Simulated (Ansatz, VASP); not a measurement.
**One calculation of GaP, two programs**

```
Ga P
1.0
     0.00000    2.71922    2.71922
     2.71922    0.00000    2.71922
     2.71922    2.71922    0.00000
Ga P
1 1
Direct
  0.00000 0.00000 0.00000
  0.75000 0.75000 0.75000
```

Alike in both runs: functional PBEsol; k mesh 8 × 8 × 8; occupations gaussian, width 0.02 eV; no spin polarisation.

Ansatz relaxed the structure, and its values are those at the end. VASP's run is a single point on that final structure, the one shown.

|  | VASP | Ansatz |
| --- | --- | --- |
| version | VASP 6.6.1 | Ansatz 0.2.0 |
| potentials or method | VASP PAW PBE potentials, release 64 (Ga_d, P), cutoff 520 eV | scalar-relativistic, plane waves, PAW |
| valence electrons in the cell | 18 | 18 |

Ansatz gave:

```
gap on the k mesh at the Fermi level (eV) : 1.50
least direct gap on the mesh (eV)         : 1.80
pressure (GPa)                            : 0.0
```

Question: Estimate VASP's values.

Answer: gap on the k mesh at the Fermi level (eV): 1.50; least direct gap on the mesh (eV): 1.80; pressure (GPa): -0.1.

VASP's potentials were made for PBE, not for PBEsol.
